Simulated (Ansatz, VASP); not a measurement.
# One calculation of Mo, two programs

Contents of INCAR:

```
SYSTEM = Mo
  ALGO = Fast
  EDIFF = 1E-7
  ENCUT = 520
  GGA = PE
  ISIF = 2
  ISMEAR = 0
  LASPH = .TRUE.
  LCHARG = .FALSE.
  LREAL = .FALSE.
  LWAVE = .FALSE.
  NBANDS = 13
  NELM = 80
  PREC = Accurate
  SIGMA = 0.15
```

The input KPOINTS:

```
k-points
0
G
  24 24 24
  0 0 0
```

The input POSCAR:

```
Mo
1.0
   -1.6152766284      1.6152766284      1.4860544981
    1.6152766284     -1.6152766284      1.4860544981
    1.6152766284      1.6152766284     -1.4860544981
Mo
1
Direct
    0.0000000000      0.0000000000      0.0000000000
```

Input for Ansatz:

```yaml
crystal:
  lattice:
    - [-1.6152766284, 1.6152766284, 1.4860544981]
    - [1.6152766284, -1.6152766284, 1.4860544981]
    - [1.6152766284, 1.6152766284, -1.4860544981]
  atoms:
    - { symbol: Mo, position: [0.0, 0.0, 0.0] }
basis:
  ecutwfc: 420
kpoints:
  mp_grid: { grid: [24, 24, 24] }
hamiltonian:
  xc: pbe
scf:
  occupations: { method: gaussian, width: 0.15 }
output:
  forces: true
  stress: true
  eigenvalues: true
```

Alike in both runs: task single point; functional PBE; k mesh 24 × 24 × 24; occupations gaussian, width 0.15 eV; no spin polarisation.

|  | VASP | Ansatz |
| --- | --- | --- |
| version | VASP 6.6.1 | Ansatz 0.2.0 |
| potentials or method | VASP PAW PBE potentials, release 64 (Mo_sv), cutoff 520 eV | scalar-relativistic, plane waves, PAW |
| valence electrons in the cell | 14 | 14 |

|  | VASP | Ansatz | Ansatz less VASP |
| --- | --- | --- | --- |
| gap on the k mesh at the Fermi level (eV) | none | none | - |
| pressure (GPa) | 6.4 | 5.8 | -0.55 |
| traceless stress, the component that is largest in VASP (GPa) | 17.33 | 17.34 | +0.006 |

A gap of «none» marks a metal or a gap that the smearing closes.
